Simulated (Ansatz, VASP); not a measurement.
Sc: VASP beside Ansatz

```
CELL_PARAMETERS angstrom
-3.71066 3.71068 1.54266
3.71068 -3.71066 1.54266
2.03973 2.03973 -1.54263
ATOMIC_POSITIONS crystal
Sc 0.00001 0.99999 0.00000
Sc 0.74999 0.25001 0.50000
```

Alike in both runs: task single point; functional LDA; k mesh 14 × 14 × 12; occupations fermi-dirac, width 0.1 eV; no spin polarisation.

|  | VASP | Ansatz |
| --- | --- | --- |
| version | VASP 6.6.1 | Ansatz 0.2.0 |
| potentials or method | VASP PAW LDA potentials, release 64 (Sc_sv), cutoff 520 eV | plane waves (420 eV) with PAW, scalar-relativistic |
| valence electrons in the cell | 22 | 22 |

```tsv
	VASP	Ansatz	Ansatz less VASP
pressure (GPa)	-2.0	-2.1	-0.06
traceless stress, the component that is largest in VASP (GPa)	-0.11	-0.11	+0.004
```

Ansatz warns that its potentials were made for another functional, while VASP's fit it. LDA's correlation is that of Perdew and Zunger in VASP and of Perdew and Wang (1992) in Ansatz. Ansatz's warnings: near symmetry operations not taken.
